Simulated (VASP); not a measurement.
# SnO2 (P6_3/mmc) in VASP: notebook, part 2 of 2

VASP 6.6.1. The steps go on from the part before.

### 4 Single point, PBE+D3(BJ) (14.46 Å³/atom)

Input file INCAR:

```
PREC     = Accurate       # precision mode
ENCUT    = 520            # plane-wave cutoff, eV
EDIFF    = 1E-6           # SCF threshold, eV
ISMEAR   = 0              # smearing method
SIGMA    = 0.05           # smearing width, eV
LREAL    = False          # projectors in reciprocal space
LASPH    = True           # aspherical terms in the spheres
NELM     = 100            # most SCF steps
ALGO     = Normal         # electronic algorithm
ISIF     = 2              # what is computed and relaxed
LWAVE    = False          # write WAVECAR
LCHARG   = True           # write CHGCAR
GGA      = PE             # functional
IVDW     = 12             # dispersion correction
LELF     = True           # ELF
LVHAR    = True         
NBANDS   = 35             # bands
```

Input file KPOINTS:

```
Automatic mesh
0
Gamma
  12 12 4
```

Input file POSCAR:

```
SnO2
1.0
    3.1247070384      0.0000000000      0.0000000000
   -1.5623535192      2.7060756747      0.0000000000
    0.0000000000      0.0000000000     10.2584132071
Sn O
2 4
Direct
    0.0000000000      0.0000000000      0.5000000000
    0.0000000000      0.0000000000      0.0000000000
    0.6666666667      0.3333333333      0.4017901367
    0.6666666667      0.3333333333      0.0982098633
    0.3333333333      0.6666666667      0.5982098633
    0.3333333333      0.6666666667      0.9017901367
```

Potentials or basis: VASP PAW PBE potentials, release 64 (Sn_d, O).

Run with:

```
cat potpaw_PBE.64/Sn_d/POTCAR potpaw_PBE.64/O/POTCAR > POTCAR
mpirun -np 1 vasp_std > vasp.out
```

OUTCAR:

```text
PREC = Accurate
   ENCUT = 520
   EDIFF = 1E-6
   ISMEAR = 0
   LREAL = False
   LASPH = True
   NELM = 100
   ISIF = 2
   GGA = PE
   IVDW = 12
 IVDW          = 12

 ion  position               nearest neighbor table
   1  0.000  0.000  0.500-   3 2.07   5 2.07   3 2.07   5 2.07   3 2.07   5 2.07
   2  0.000  0.000  0.000-   4 2.07   6 2.07   4 2.07   6 2.07   4 2.07   6 2.07
   3  0.667  0.333  0.402-   1 2.07   1 2.07   1 2.07
   4  0.667  0.333  0.098-   2 2.07   2 2.07   2 2.07
   5  0.333  0.667  0.598-   1 2.07   1 2.07   1 2.07
   6  0.333  0.667  0.902-   2 2.07   2 2.07   2 2.07

  LATTYP: Found a hexagonal cell.
 ALAT       =     3.1247070384
 C/A-ratio  =     3.2830000000

  Lattice vectors:

 A1 = (   3.1247070384,   0.0000000000,   0.0000000000)
 A2 = (  -1.5623535192,   2.7060756747,   0.0000000000)
 A3 = (   0.0000000000,   0.0000000000,  10.2584132071)

Analysis of symmetry for initial positions (statically):
=====================================================================
 Subroutine PRICEL returns:
 Original cell was already a primitive cell.
[... 184 lines left out ...]
 cond. band min:       5.8447035678   @ k =   0.0000   0.0000   0.0000
 fundamental gap:      2.6088185394
 Fermi energy:         3.4422660160

 k-point     1 :       0.0000    0.0000    0.0000
  band No.  band energies     occupation
      1     -16.8944      2.00000
      2     -16.8905      2.00000
      3     -16.5363      2.00000
      4     -16.5363      2.00000
      5     -16.5362      2.00000
      6     -16.5362      2.00000
[... 901 lines left out ...]
     34      15.3883      0.00000
     35      16.1028      0.00000

 [... further k-points ...]

------------------------ aborting loop because EDIFF is reached ----------------------------------------

 Edisp (eV)   -1.05428

 E8    (eV) :    -0.4131

  FORCE on cell =-STRESS in cart. coord.  units (eV):
  Direction    XX          YY          ZZ          XY          YZ          ZX
  --------------------------------------------------------------------------------------
  -------------------------------------------------------------------------------------
  Total       8.07176     8.07176     3.09507     0.00000     0.00000     0.00000
  in kB     149.09032   149.09032    57.16787     0.00000     0.00000     0.00000
  external pressure =      118.45 kB  Pullay stress =        0.00 kB

 VOLUME and BASIS-vectors are now :
 -----------------------------------------------------------------------------
  energy-cutoff  :      520.00
  volume of cell :       86.74
      direct lattice vectors                 reciprocal lattice vectors
     3.124707038  0.000000000  0.000000000     0.320030002  0.184769408  0.000000000
    -1.562353519  2.706075675  0.000000000     0.000000000  0.369538816  0.000000000
     0.000000000  0.000000000 10.258413207     0.000000000  0.000000000  0.097480963

 POSITION                                       TOTAL-FORCE (eV/Angst)
 -----------------------------------------------------------------------------------
      0.00000      0.00000      5.12921        -0.000000      0.000000     -0.000000
      0.00000      0.00000      0.00000        -0.000000      0.000000     -0.000000
      1.56235      0.90203      4.12173         0.000000     -0.000000     -0.794076
      1.56235      0.90203      1.00748         0.000000     -0.000000      0.794076
     -0.00000      1.80405      6.13668        -0.000000      0.000000      0.794076
     -0.00000      1.80405      9.25094        -0.000000      0.000000     -0.794076
 -----------------------------------------------------------------------------------
    total drift:                               -0.000000      0.000000      0.000000

  FREE ENERGIE OF THE ION-ELECTRON SYSTEM (eV)
  ---------------------------------------------------
  free  energy   TOTEN  =       -37.0478746616 eV

  energy  without entropy=      -37.0478746616  energy(sigma->0) =      -37.04787466
```

OSZICAR:

```text
N       E                     dE             d eps       ncg     rms          rms(c)
DAV:   1     0.664180394716E+03    0.66418E+03   -0.25551E+04  4332   0.219E+03
DAV:   2     0.676656190842E+02   -0.59651E+03   -0.56410E+03  4364   0.603E+02
DAV:   3    -0.361911682122E+02   -0.10386E+03   -0.10226E+03  4383   0.212E+02
DAV:   4    -0.419126574156E+02   -0.57215E+01   -0.56791E+01  4965   0.549E+01
DAV:   5    -0.420613603998E+02   -0.14870E+00   -0.14848E+00  4948   0.916E+00    0.158E+01
DAV:   6    -0.359129699469E+02    0.61484E+01   -0.17646E+01  6168   0.639E+01    0.658E+00
DAV:   7    -0.360285811713E+02   -0.11561E+00   -0.22154E+00  4346   0.844E+00    0.327E+00
DAV:   8    -0.359976894172E+02    0.30892E-01   -0.15570E-01  6071   0.426E+00    0.997E-01
DAV:   9    -0.359921970045E+02    0.54924E-02   -0.35348E-02  6230   0.294E+00    0.129E-01
DAV:  10    -0.359933957588E+02   -0.11988E-02   -0.48595E-03  4921   0.647E-01    0.526E-02
DAV:  11    -0.359935796237E+02   -0.18386E-03   -0.37071E-04  5555   0.205E-01    0.177E-02
DAV:  12    -0.359935923583E+02   -0.12735E-04   -0.52117E-05  5373   0.473E-02    0.132E-02
DAV:  13    -0.359935916711E+02    0.68714E-06   -0.11846E-05  5236   0.571E-02    0.115E-03
DAV:  14    -0.359935911650E+02    0.50615E-06   -0.94604E-07  3333   0.100E-02
   1 F= -.37047875E+02 E0= -.37047875E+02  d E =-.185057E-10
```

Wall time 1.8 min (1 thread of Intel Xeon 6975P-C (Granite Rapids), shared host); peak memory 0.29 GiB.

Results:

* Free energy: -37.0479 eV
* Pressure: 11.8 GPa
* Largest force: 0.794 eV/Å
* Band gap on the k mesh: 2.61 eV (least direct gap 3.08 eV)
* Dispersion energy per atom: -0.176 eV

Forces on the atoms (eV/Å):
```
Sn   0.000  0.000  0.000
Sn   0.000  0.000  0.000
O    0.000  0.000 -0.794
O    0.000  0.000  0.794
O    0.000  0.000  0.794
O    0.000  0.000 -0.794
```

Levels at points of the mesh, in eV from the valence-band top:
| k point | band 24 | band 25 | band 26 | band 27 | band 28 | band 29 |
| --- | --- | --- | --- | --- | --- | --- |
| (0.00, 0.00, 0.00) | -0.82 | -0.82 | -0.47 | 2.61 | 3.53 | 5.83 |
| (0.50, 0.00, 0.00) | -0.58 | -0.51 | -0.07 | 5.85 | 6.06 | 7.31 |
| (0.00, 0.00, 0.50) | -0.84 | -0.84 | -0.84 | 3.08 | 3.08 | 6.06 |
| (0.50, 0.00, 0.50) | -0.55 | -0.31 | -0.31 | 5.95 | 5.95 | 7.66 |

Caveat: the stress differs along the axes, from 6 to 15 GPa; spin-orbit coupling is left out, which moves the levels of the heavy elements.

### 5 Single point, PBE+D3(BJ) (14.46 Å³/atom)

Input file INCAR:

```
PREC     = Accurate       # precision mode
ENCUT    = 520            # plane-wave cutoff, eV
EDIFF    = 1E-7           # SCF threshold, eV
ISMEAR   = 0              # smearing method
SIGMA    = 0.05           # smearing width, eV
LREAL    = F              # projectors in reciprocal space
LASPH    = T              # aspherical terms in the spheres
NELM     = 60             # most SCF steps
ALGO     = Normal         # electronic algorithm
ISIF     = 2              # what is computed and relaxed
LWAVE    = F              # write WAVECAR
LCHARG   = F              # write CHGCAR
GGA      = PE             # functional
IVDW     = 12             # dispersion correction
NBANDS   = 35             # bands
```

Input file KPOINTS:

```
regular mesh
0
Gamma
  12 12 4
```

POSCAR, as its differences from that of step 4:

```diff
@@ -2,5 +2,5 @@
 1.0
-    3.1247070384      0.0000000000      0.0000000000
-   -1.5623535192      2.7060756747      0.0000000000
-    0.0000000000      0.0000000000     10.2584132071
+    3.2093268245      0.0000000000      0.0000000000
+   -1.6046634122      2.7793585591      0.0000000000
+    0.0000000000      0.0000000000      9.7245812110
 Sn O
```

Run with:

```
cat potpaw_PBE.64/Sn_d/POTCAR potpaw_PBE.64/O/POTCAR > POTCAR
mpirun -np 1 vasp_std > vasp.out
```

Run time: 1.9 min. Hardware: 1 thread of Intel Xeon 6975P-C (Granite Rapids), shared host; peak memory 0.28 GiB.

The run converged. Its results:

```
Free energy                : -37.1575 eV
Pressure                   : 6.4 GPa
Largest force              : 0.833 eV/Å
Band gap on the k mesh     : 1.95 eV (least direct gap 2.42 eV)
Dispersion energy per atom : -0.176 eV
```

Forces in eV/Å, atoms in the order of the input:
```
Sn   0.000  0.000  0.000
Sn   0.000  0.000  0.000
O    0.000  0.000 -0.833
O    0.000  0.000  0.833
O    0.000  0.000  0.833
O    0.000  0.000 -0.833
```

Stress tensor (GPa, compression positive):
```
5.88 0.00 0.00
0.00 5.88 0.00
0.00 0.00 7.42
```

Levels at points of the mesh, in eV from the valence-band top:
```csv
k point,band 22,band 23,band 24,band 25,band 26,band 27,band 28,band 29,band 30,band 31
"(0.00, 0.00, 0.00)",-1.23,-1.23,-1.16,-1.16,-0.48,1.95,3.06,5.33,5.98,10.92
"(0.50, 0.00, 0.00)",-1.13,-0.87,-0.78,-0.67,-0.10,5.32,5.57,6.81,7.88,9.69
"(0.00, 0.00, 0.50)",-1.20,-1.20,-1.20,-1.04,-1.04,2.53,2.53,5.67,5.67,11.10
"(0.50, 0.00, 0.50)",-1.53,-0.72,-0.72,-0.40,-0.40,5.44,5.44,7.30,7.30,9.91
```

Caveat: the cell stands under pressure; spin-orbit coupling is left out, which moves the levels of the heavy elements. A k mesh can miss the band edges.

### 6 The runs side by side

```csv
cell,gap on the mesh (eV),pressure (GPa),largest force (eV/Å)
"a = 3.231, b = 3.231, c = 9.595 Å, angles 90.0, 90.0, 120.0°, 6 atoms",1.77,5.1,0.82
"a = 3.083, b = 3.083, c = 10.536 Å, angles 90.0, 90.0, 120.0°, 6 atoms",2.90,14.6,0.73
"a = 3.125, b = 3.125, c = 10.258 Å, angles 90.0, 90.0, 120.0°, 6 atoms",2.61,11.8,0.79
"a = 3.209, b = 3.209, c = 9.725 Å, angles 90.0, 90.0, 120.0°, 6 atoms",1.95,6.4,0.83
```

Alike in all rows: task single point; level PBE+D3(BJ); potentials or basis VASP PAW PBE potentials, release 64 (Sn_d, O); no spin polarisation; k mesh 12 × 12 × 4; cutoff (eV) 520; smearing gaussian 0.05 eV.

Caveats: spin-orbit coupling is left out, which moves the levels of the heavy elements; the cell stands under pressure (at least some runs); the stress differs along the axes, from 5 to 20 GPa (at least some runs); the stress differs along the axes, from 6 to 15 GPa (at least some runs).

Absolute energies hang on the potentials; compare differences alone.
